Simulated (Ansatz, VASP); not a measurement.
**Rh: VASP beside Ansatz**

INCAR

```
  PREC = Accurate
  ENCUT = 520
  EDIFF = 1E-6
  ISMEAR = -1
  SIGMA = 0.08
  LREAL = False
  LASPH = True
  NELM = 60
  ALGO = Normal
  ISIF = 2
  LWAVE = False
  LCHARG = True
  LELF = True
  LVHAR = True
  NBANDS = 22
```

KPOINTS

```
Automatic mesh
0
Gamma
  14 10 14
```

File POSCAR:

```
Rh
1.0
   -1.8772712008      1.8772712008      0.0000000000
    0.0000000000      0.0000000000      3.7545424016
    1.8772712008      1.8772712008      0.0000000000
Rh
2
Direct
    0.0000000000      0.0000000000      0.0000000000
    0.5000000000      0.5000000000      0.5000000000
```

Input for Ansatz:

```yaml
crystal:
  lattice:
    - [-1.8772712008, 1.8772712008, 0.0]
    - [0.0, 0.0, 3.7545424016]
    - [1.8772712008, 1.8772712008, 0.0]
  atoms:
    - { symbol: Rh, position: [0.0, 0.0, 0.0] }
    - { symbol: Rh, position: [0.5, 0.5, 0.5] }
kpoints:
  mp_grid: { grid: [14, 10, 14] }
scf:
  occupations: { method: fermi_dirac, width: 0.08 }
hamiltonian:
  xc: lda
  pseudopotentials: { kind: all_electron, lapw: { basis_error: 0.001 } }
output:
  forces: true
  stress: true
  eigenvalues: true
```

Alike in both runs: task single point; functional LDA; k mesh 14 × 10 × 14; occupations fermi-dirac, width 0.08 eV; no spin polarisation.

|  | VASP | Ansatz |
| --- | --- | --- |
| version | VASP 6.6.1 | Ansatz 0.2.0 |
| potentials or method | VASP PAW LDA potentials, release 64 (Rh_pv), cutoff 520 eV | all-electron LAPW, scalar-relativistic |

Ansatz gave:

- pressure (GPa): 0.0

Question: Estimate VASP's values.

Answer: Pressure (GPa): 0.9.

LDA's correlation is that of Perdew and Zunger in VASP and of Perdew and Wang (1992) in Ansatz. Ansatz ran all-electron here, and VASP with PAW potentials.
